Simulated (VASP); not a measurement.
# SrCl2 (I4/mmm) in VASP: further runs, part 2 of 2

VASP 6.6.1. Earlier steps stand in the parts before.

## (3) Single point, LDA (zz strain of -1 %)

INCAR reads:

```
SYSTEM = SrCl2
PREC = Accurate ; ENCUT = 520
EDIFF = 1E-7 ; ISMEAR = -1
SIGMA = 0.01 ; LREAL = .FALSE.
LASPH = .TRUE. ; NELM = 100
ALGO = Normal ; ISIF = 2
LWAVE = .FALSE. ; LCHARG = .FALSE.
NBANDS = 19
```

KPOINTS reads:

```
Automatic mesh
0
G
  8 8 8
  0 0 0
```

POSCAR reads:

```
SrCl2
1.0
    0.0000000000      3.4855000000      3.4506450000
    3.4855000000      0.0000000000      3.4506450000
    3.4855000000      3.4855000000      0.0000000000
Sr Cl
1 2
Direct
    0.0000000000      0.0000000000      0.0000000000
    0.2500000000      0.2500000000      0.2500000000
    0.7500000000      0.7500000000      0.7500000000
```

Potentials or basis: VASP PAW LDA potentials, release 64 (Sr_sv, Cl).

On the command line:

```bash
$ cat potpaw_LDA.64/Sr_sv/POTCAR potpaw_LDA.64/Cl/POTCAR > POTCAR
$ mpirun -np 1 vasp_std > vasp.out
```

OUTCAR:

```text
SYSTEM = SrCl2
   PREC = Accurate
   ENCUT = 520
   EDIFF = 1E-7
   ISMEAR = -1
   LREAL = .FALSE.
   LASPH = .TRUE.
   NELM = 100
   ISIF = 2

 ion  position               nearest neighbor table
   1  0.000  0.000  0.000-   3 3.01   3 3.01   3 3.01   2 3.01   3 3.01   2 3.01   2 3.01   2 3.01

   2  0.250  0.250  0.250-   1 3.01   1 3.01   1 3.01   1 3.01
   3  0.750  0.750  0.750-   1 3.01   1 3.01   1 3.01   1 3.01

  LATTYP: Found a body centered tetragonal cell.
 ALAT       =     4.9292413717
 C/A-ratio  =     1.4000714267

  Lattice vectors:

 A1 = (   0.0000000000,  -3.4855000000,  -3.4506450000)
 A2 = (   0.0000000000,   3.4855000000,  -3.4506450000)
 A3 = (   3.4855000000,   0.0000000000,   3.4506450000)

Analysis of symmetry for initial positions (statically):
=====================================================================
 Subroutine PRICEL returns:
 Original cell was already a primitive cell.

 Routine SETGRP: Setting up the symmetry group for a
 body centered tetragonal supercell.

 Subroutine GETGRP returns: Found 16 space group operations
 (whereof 16 operations were pure point group operations)
 out of a pool of 16 trial point group operations.

The static configuration has the point symmetry D_4h.

Analysis of symmetry for dynamics (positions and initial velocities):
=====================================================================
 Subroutine PRICEL returns:
 Original cell was already a primitive cell.

 Routine SETGRP: Setting up the symmetry group for a
 body centered tetragonal supercell.

 Subroutine GETGRP returns: Found 16 space group operations
 (whereof 16 operations were pure point group operations)
 out of a pool of 16 trial point group operations.

The dynamic configuration has the point symmetry D_4h.

 Subroutine INISYM returns: Found 16 space group operations
 (whereof 16 operations are pure point group operations),
 and found     1 'primitive' translations

----------------------------------------------------------------------------------------

                                     Primitive cell

  volume of cell :      83.8418

  direct lattice vectors                    reciprocal lattice vectors
     0.000000000  3.485500000  3.450645000    -0.143451442  0.143451442  0.144900446
     3.485500000  0.000000000  3.450645000     0.143451442 -0.143451442  0.144900446
     3.485500000  3.485500000  0.000000000     0.143451442  0.143451442 -0.144900446

  length of vectors
     4.904657090  4.904657090  4.929241372     0.249304576  0.249304576  0.249304576

  position of ions in fractional coordinates (direct lattice)
     0.000000000  0.000000000  0.000000000
     0.250000000  0.250000000  0.250000000
     0.750000000  0.750000000  0.750000000

  ion indices of the primitive-cell ions
   primitive index   ion index
                 1           1
                 2           2
                 3           3

----------------------------------------------------------------------------------------

 KPOINTS: Automatic mesh

Automatic generation of k-mesh.
 Grid dimensions read from file:
 generate k-points for:    8    8    8

 Generating k-lattice:

  Cartesian coordinates                     Fractional coordinates (reciprocal lattice)
    -0.017931430  0.017931430  0.018112556     0.125000000 -0.000000000  0.000000000
     0.017931430 -0.017931430  0.018112556    -0.000000000  0.125000000  0.000000000
     0.017931430  0.017931430 -0.018112556     0.000000000  0.000000000  0.125000000

  Length of vectors
     0.031163072  0.031163072  0.031163072

  Shift w.r.t. Gamma in fractional coordinates (k-lattice)
     0.000000000  0.000000000  0.000000000

 Subroutine IBZKPT returns following result:
 ===========================================

 Found     59 irreducible k-points:

 Following reciprocal coordinates:
            Coordinates               Weight
  0.000000  0.000000  0.000000      1.000000
  0.125000  0.000000  0.000000      8.000000
  0.250000  0.000000  0.000000      8.000000
  0.375000  0.000000  0.000000      8.000000
  0.500000  0.000000  0.000000      4.000000
  0.125000  0.125000  0.000000      2.000000
[... 16 lines left out ...]
  0.250000  0.000000  0.125000     16.000000
  0.375000  0.000000  0.125000     16.000000
 [... further k-points ...]
   k-points           NKPTS =     59   k-points in BZ     NKDIM =     59   number of bands    NBANDS=     19
   number of dos      NEDOS =    301   number of ions     NIONS =      3
   total plane-waves  NPLWV =  51840
   dimension x,y,z NGX =    36 NGY =   36 NGZ =   40
   dimension x,y,z NGXF=    72 NGYF=   72 NGZF=   80
   ions per type =               1   2
   NGX,Y,Z   is equivalent  to a cutoff of  12.20, 12.20, 13.49 a.u.
   NGXF,Y,Z  is equivalent  to a cutoff of  24.40, 24.40, 26.98 a.u.
 SYSTEM =  SrCl2
   PREC   = accura    normal or accurate (medium, high low for compatibility)
   ISTART =      0    job   : 0-new  1-cont  2-samecut
   ICHARG =      2    charge: 1-file 2-atom 10-const
   ISPIN  =      1    spin polarized calculation?
   LNONCOLLINEAR =      F non collinear calculations
   LSORBIT =      F    spin-orbit coupling
   LASPH  =      T    aspherical Exc in radial PAW
   ENCUT  =  520.0 eV  38.22 Ry    6.18 a.u.   9.12  9.12  9.17*2*pi/ulx,y,z
   NELM   =    100;   NELMIN=  2; NELMDL= -5     # of ELM steps
   EDIFF  = 0.1E-06   stopping-criterion for ELM
   LREAL  =      F    real-space projection
   EDIFFG = 0.1E-05   stopping-criterion for IOM
   NSW    =      0    number of steps for IOM
   IBRION =     -1    ionic relax: 0-MD 1-quasi-New 2-CG
   NFREE  =      0    steps in history (QN), initial steepest desc. (CG)
   ISIF   =      2    stress and relaxation
   ISYM   =      2    0-nonsym 1-usesym 2-fastsym
   POTIM  = 0.5000    time-step for ionic-motion
   TEBEG  =    0.0;   TEEND  =   0.0 temperature during run
   PSTRESS=    0.0 pullay stress
   NELECT =      24.0000    total number of electrons
   NUPDOWN=      -1.0000    fix difference up-down
   EMIN   =  10.00;   EMAX   =-10.00  energy-range for DOS
   EFERMI =   0.00;   METHOD = LEGACY
   ISMEAR =    -1;   SIGMA  =   0.01  broadening in eV -4-tet -1-fermi 0-gaus
   EFERMI_NEDOS =   21; number of points for ismear=-14 and -15
   IALGO  =     38    algorithm
   IMIX   =      4    mixing-type and parameters
     AMIX     =   0.40;   BMIX     =  1.00
     AMIX_MAG =   1.60;   BMIX_MAG =  1.00
  volume/ion in A,a.u.               =      27.95       188.60
  Fermi-wavevector in a.u.,A,eV,Ry     =   1.078926  2.038875 15.838295  1.164082
  Thomas-Fermi vector in A             =   2.214878
   LORBIT       =      0    0 simple, 1 ext, 2 COOP (PROOUT), +10 PAW based schemes
   GGA     = CA    functional components
   LHFCALC =     F    Hartree Fock is set to
   AEXX    =    0.0000 exact exchange contribution
   IVDW    =     0    specifies the selected vdW correction
   LEPSILON=     F    determine dielectric tensor
   LRPA    =     F    only Hartree local field effects (RPA)
 non-spin polarized calculation
  energy-cutoff  :      520.00
  volume of cell :       83.84
 maximum number of plane-waves:      2273
   NGX = 19   NGY = 19   NGZ = 19

 number of electron      24.0000002 magnetization

 Free energy of the ion-electron system (eV)
  ---------------------------------------------------
  ext. energy  EPLUGINS =         0.00000000
  ---------------------------------------------------
  free energy    TOTEN  =       -14.04107363 eV

  energy without entropy =      -14.04107363  energy(sigma->0) =      -14.04107363

 E-fermi :   0.2916     XC(G=0):  -8.8527

 val. band max:        0.0875310809   @ k =   0.5000   0.5000   0.0000
 cond. band min:       4.9751138388   @ k =   0.0000   0.0000   0.0000
 fundamental gap:      4.8875827579
 Fermi energy:         0.2915894729

 k-point     1 :       0.0000    0.0000    0.0000
  band No.  band energies     occupation
      1     -32.6114      2.00000
      2     -14.7197      2.00000
      3     -14.7177      2.00000
      4     -14.7177      2.00000
      5     -13.2305      2.00000
      6     -12.3203      2.00000
[... 11 lines left out ...]
     18       8.7998      0.00000
     19       9.3109      0.00000
[... 485 lines left out ...]
 k-point    24 :       0.3750    0.0000    0.1250
  band No.  band energies     occupation
      1     -32.6083      2.00000
      2     -14.9796      2.00000
      3     -14.7564      2.00000
      4     -14.7358      2.00000
      5     -12.7667      2.00000
      6     -12.4569      2.00000
[... 11 lines left out ...]
     18       8.4260      0.00000
     19       9.2529      0.00000

 [... further k-points ...]
[... 5 lines left out ...]
  --------------------------------------------------------------------------------------
  -------------------------------------------------------------------------------------
  Total       -1.3060370     -1.3060370     -1.0385482      0.0000000      0.0000000      0.0000000
  in kB      -24.9577603    -24.9577603    -19.8461739      0.0000000      0.0000000      0.0000000
  external PRESSURE =     -23.2538982 kB  Pullay stress =       0.0000000 kB

 VOLUME and BASIS-vectors are now :
 -----------------------------------------------------------------------------
  energy-cutoff  :      520.00
  volume of cell :       83.84
      direct lattice vectors                 reciprocal lattice vectors
     0.000000000  3.485500000  3.450645000    -0.143451442  0.143451442  0.144900446
     3.485500000  0.000000000  3.450645000     0.143451442 -0.143451442  0.144900446
     3.485500000  3.485500000  0.000000000     0.143451442  0.143451442 -0.144900446

 POSITION                                       TOTAL-FORCE (eV/Angst)
 -----------------------------------------------------------------------------------
      0.00000      0.00000      0.00000        -0.000000      0.000000      0.000000
      1.74275      1.74275      1.72532        -0.000000     -0.000000     -0.000000
      5.22825      5.22825      5.17597         0.000000      0.000000      0.000000
 -----------------------------------------------------------------------------------
    total drift:                                0.000000      0.000000      0.000000

  FREE ENERGIE OF THE ION-ELECTRON SYSTEM (eV)
  ---------------------------------------------------
  free  energy   TOTEN  =       -14.0410736277 eV

  energy  without entropy=      -14.0410736277  energy(sigma->0) =      -14.04107363
```

OSZICAR:

```text
N       E                     dE             d eps       ncg     rms          rms(c)
DAV:   1     0.135564762832E+03    0.13556E+03   -0.11498E+04  2242   0.114E+03
DAV:   2    -0.557483194905E+01   -0.14114E+03   -0.13653E+03  2925   0.224E+02
DAV:   3    -0.140659239016E+02   -0.84911E+01   -0.84641E+01  2975   0.539E+01
DAV:   4    -0.143596440890E+02   -0.29372E+00   -0.29321E+00  3631   0.853E+00
DAV:   5    -0.143628175789E+02   -0.31735E-02   -0.31732E-02  3054   0.907E-01    0.141E+01
DAV:   6    -0.140741443713E+02    0.28867E+00   -0.53674E-01  2565   0.401E+00    0.917E+00
DAV:   7    -0.140451850534E+02    0.28959E-01   -0.28269E-01  3000   0.322E+00    0.166E+00
DAV:   8    -0.140404819033E+02    0.47032E-02   -0.50469E-02  2535   0.117E+00    0.313E-01
DAV:   9    -0.140408320828E+02   -0.35018E-03   -0.13957E-03  2633   0.232E-01    0.111E-01
DAV:  10    -0.140410348977E+02   -0.20281E-03   -0.12851E-04  2749   0.657E-02    0.246E-02
DAV:  11    -0.140410703939E+02   -0.35496E-04   -0.22166E-05  2743   0.294E-02    0.214E-02
DAV:  12    -0.140410730201E+02   -0.26262E-05   -0.47848E-06  2923   0.108E-02    0.455E-03
DAV:  13    -0.140410736190E+02   -0.59889E-06   -0.53312E-07  2623   0.388E-03    0.209E-03
DAV:  14    -0.140410736277E+02   -0.87132E-08   -0.36470E-08  2472   0.118E-03
   1 F= -.14041074E+02 E0= -.14041074E+02  d E =-.120088E-11
```

Wall time 39 s (1 thread of Intel Xeon Platinum 8559C (Emerald Rapids), shared host); peak memory 0.23 GiB.

What came out:

| Property | Result |
| --- | --- |
| Free energy | -14.0411 eV |
| Pressure | -2.3 GPa |
| Band gap on the k mesh | 4.89 eV, indirect (least direct gap 5.10 eV) |

Stress tensor (GPa, compression positive):
```
-2.50  0.00  0.00
 0.00 -2.50  0.00
 0.00  0.00 -1.98
```

Caveat: the cell differs from its parent crystal (zz strain of -1 %). A k mesh can miss the band edges.

## (4) Single point, LDA (zz strain of +1 %)

INCAR reads:

```
PREC     = Accurate       # precision mode
ENCUT    = 520            # plane-wave cutoff, eV
EDIFF    = 1E-7           # SCF threshold, eV
ISMEAR   = -1             # smearing method
SIGMA    = 0.01           # smearing width, eV
LREAL    = False          # projectors in reciprocal space
LASPH    = True           # aspherical terms in the spheres
NELM     = 100            # most SCF steps
ALGO     = Normal         # electronic algorithm
ISIF     = 2              # what is computed and relaxed
LWAVE    = False          # write WAVECAR
LCHARG   = False          # write CHGCAR
GGA      = CA             # functional
NBANDS   = 19             # bands
```

KPOINTS reads:

```
Automatic mesh
0
Gamma
  8 8 8
```

POSCAR reads:

```
SrCl2
1.0
    0.0000000000      3.4855000000      3.5203550000
    3.4855000000      0.0000000000      3.5203550000
    3.4855000000      3.4855000000      0.0000000000
Sr Cl
1 2
Direct
    0.0000000000      0.0000000000      0.0000000000
    0.2500000000      0.2500000000      0.2500000000
    0.7500000000      0.7500000000      0.7500000000
```

On the command line:

```bash
$ cat potpaw_LDA.64/Sr_sv/POTCAR potpaw_LDA.64/Cl/POTCAR > POTCAR
$ mpirun -np 1 vasp_std > vasp.out
```

Wall time 52 s (1 thread of Intel Xeon Platinum 8559C (Emerald Rapids), shared host); peak memory 0.24 GiB.

It converged, with:

```yaml
Free_energy: -14.0136 eV
Pressure: -3.0 GPa
Band_gap_on_the_k_mesh: 4.83 eV, indirect (least direct gap 5.13 eV)
```

Stress tensor (GPa, compression positive):
```
-2.80  0.00  0.00
 0.00 -2.80  0.00
 0.00  0.00 -3.28
```

Levels at points of the mesh, in eV from the valence-band top:
```csv
k point,band 10,band 11,band 12,band 13,band 14,band 15
"(0.00, 0.00, 0.00)",-0.42,-0.34,-0.34,4.83,5.77,5.83
"(0.50, 0.00, 0.00)",-1.38,-1.09,-1.09,6.41,6.42,7.25
"(0.50, 0.50, 0.00)",-0.42,-0.42,-0.06,5.13,6.72,7.32
"(0.50, 0.00, 0.50)",-0.49,-0.40,0.00,5.13,6.79,7.31
```

Caveat: the cell differs from its parent crystal (zz strain of +1 %).

## (5) Overview

```tsv
cell	gap on the mesh (eV)	pressure (GPa)
a = 4.880, b = 4.880, c = 4.929 Å, angles 59.7, 59.7, 60.7°, 3 atoms	4.87	-2.0
a = 4.905, b = 4.905, c = 4.929 Å, angles 59.8, 59.8, 60.3°, 3 atoms	4.89	-2.3
a = 4.954, b = 4.954, c = 4.929 Å, angles 60.2, 60.2, 59.7°, 3 atoms	4.83	-3.0
```

Alike in all rows: task single point; level LDA; potentials or basis VASP PAW LDA potentials, release 64 (Sr_sv, Cl); no spin polarisation; k mesh 8 × 8 × 8; cutoff (eV) 520; smearing fermi-dirac 0.01 eV.

Total energies depend on the potentials used, so only differences within one code and one set of settings carry meaning.
